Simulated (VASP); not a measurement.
Runs of VASP 6.6.1 on WSe4. The structure is that of space group I-43m (No. 217), or close to it. The cells are those of the table. 

```csv
task,spin,cell,k mesh,cutoff (eV),gap on the mesh (eV),pressure (GPa),largest force (eV/Å)
single point,off,"a = 6.100 Å, angles 109.5°, 5 atoms",4 × 4 × 4,520,none,0.3,0.08
single point,off,"a = 5.783 Å, angles 109.5°, 5 atoms",4 × 4 × 4,520,none,20.3,6.00
single point,"collinear, zero start","a = 5.783 Å, angles 109.5°, 5 atoms",4 × 4 × 4,520,none,20.3,6.00
single point,off,"a = 6.101 Å, angles 109.5°, 5 atoms",8 × 8 × 8,520,none,(a),0.03
relaxation of cell and atoms,off,"relaxed from a = 5.783 Å, angles 109.5°, 5 atoms",4 × 4 × 4,600,none,0.2,0.02
```

Alike in all rows: level PBE; potentials or basis VASP PAW PBE potentials, release 64 (W_sv, Se); smearing gaussian 0.1 eV.

**Question.** Estimate the missing entries.

**Answer.** (a) 0.1.

Caveats: spin-orbit coupling is left out, which moves the levels of the heavy elements; forces of over 1 eV/Å act on the atoms, so gaps and moduli don't describe the material at rest (some runs).

A k mesh can miss the band edges, and the runs leave out spin-orbit coupling on Se, W.

A gap of «none» marks levels without a gap at the run's occupations.
